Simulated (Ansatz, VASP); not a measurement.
**One calculation of NaTl15Cl16, two programs**

```
CELL_PARAMETERS angstrom
0.00000 7.66800 7.66800
7.66800 0.00000 7.66800
7.66800 7.66800 0.00000
ATOMIC_POSITIONS crystal
Na 0.00000 0.00000 0.00000
Tl 0.50000 0.00000 0.00000
Tl 0.00000 0.50000 0.00000
Tl 0.00000 0.00000 0.50000
Tl 0.25000 0.25000 0.25000
Tl 0.50000 0.50000 0.00000
Tl 0.50000 0.00000 0.50000
Tl 0.75180 0.24820 0.24820
Tl 0.00000 0.50000 0.50000
Tl 0.24820 0.75180 0.24820
Tl 0.24820 0.24820 0.75180
Tl 0.50000 0.50000 0.50000
Tl 0.75180 0.75180 0.24820
Tl 0.75180 0.24820 0.75180
Tl 0.24820 0.75180 0.75180
Tl 0.75000 0.75000 0.75000
Cl 0.12040 0.12040 0.12040
Cl 0.63881 0.12040 0.12040
Cl 0.12040 0.63881 0.12040
Cl 0.12040 0.12040 0.63881
Cl 0.37340 0.37340 0.37340
Cl 0.62660 0.62660 0.12019
Cl 0.62660 0.12019 0.62660
Cl 0.87981 0.37340 0.37340
Cl 0.12019 0.62660 0.62660
Cl 0.37340 0.87981 0.37340
Cl 0.37340 0.37340 0.87981
Cl 0.62660 0.62660 0.62660
Cl 0.87960 0.87960 0.36119
Cl 0.87960 0.36119 0.87960
Cl 0.36119 0.87960 0.87960
Cl 0.87960 0.87960 0.87960
```

Alike in both runs: functional PBE; k mesh 2 × 2 × 2; occupations fermi-dirac, width 0.01 eV; no spin polarisation.

Ansatz relaxed the structure, and its values are those at the end. VASP's run is a single point on that final structure, the one shown.

```csv
,VASP,Ansatz
version,VASP 6.6.1,Ansatz 0.2.0
potentials or method,"VASP PAW PBE potentials, release 64 (Na_pv, Tl_d, Cl)","plane-wave PAW, scalar-relativistic"
plane-wave cutoff (eV),520,420
valence electrons in the cell,314,316
```

```csv
,VASP,Ansatz,Ansatz less VASP
gap on the k mesh at the Fermi level (eV),2.15,2.14,-0.007
pressure (GPa),0.9,0.9,+0.09
rms of the force components (eV/Å),0.005,0.005,-0.0002
```

VASP's potentials hold 314 valence electrons a cell and Ansatz's 316, so a difference there can come from the potentials and not from the codes. Ansatz's warnings: stress scf threshold loose.

Neither program's run includes spin-orbit coupling.
